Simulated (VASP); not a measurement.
Here is a VASP 6.6.1 calculation.

INCAR

```
SYSTEM = HgTe
PREC = Accurate
ENCUT = 520
EDIFF = 1E-7
ISMEAR = -1
SIGMA = 0.05
LREAL = .False.
LASPH = .True.
NELM = 60
ALGO = Normal
ISIF = 2
LWAVE = .False.
LCHARG = .False.
GGA = PE
NBANDS = 16
```

KPOINTS

```
regular mesh
0
Gamma
  14 14 14
  0 0 0
```

File POSCAR:

```
HgTe
1.0
    0.0000000000      2.9408482460      2.9408482460
    2.9408482460      0.0000000000      2.9408482460
    2.9408482460      2.9408482460      0.0000000000
Hg Te
1 1
Direct
    0.0000000000      0.0000000000      0.0000000000
    0.5000000000      0.5000000000      0.5000000000
```

Potentials or basis: VASP PAW PBE potentials, release 64 (Hg, Te).

Launch:

```sh
$ cat potpaw_PBE.64/Hg/POTCAR potpaw_PBE.64/Te/POTCAR > POTCAR
$ mpirun -np 1 vasp_std > vasp.out
```

What does it give for the pressure?

8.8 GPa.

What does it give for the band gap on the k mesh?

Zero (bands 9 and 10 overlap by 3.12 eV).

Caveat: the cell stands under pressure; spin-orbit coupling is left out, which moves the levels of the heavy elements.
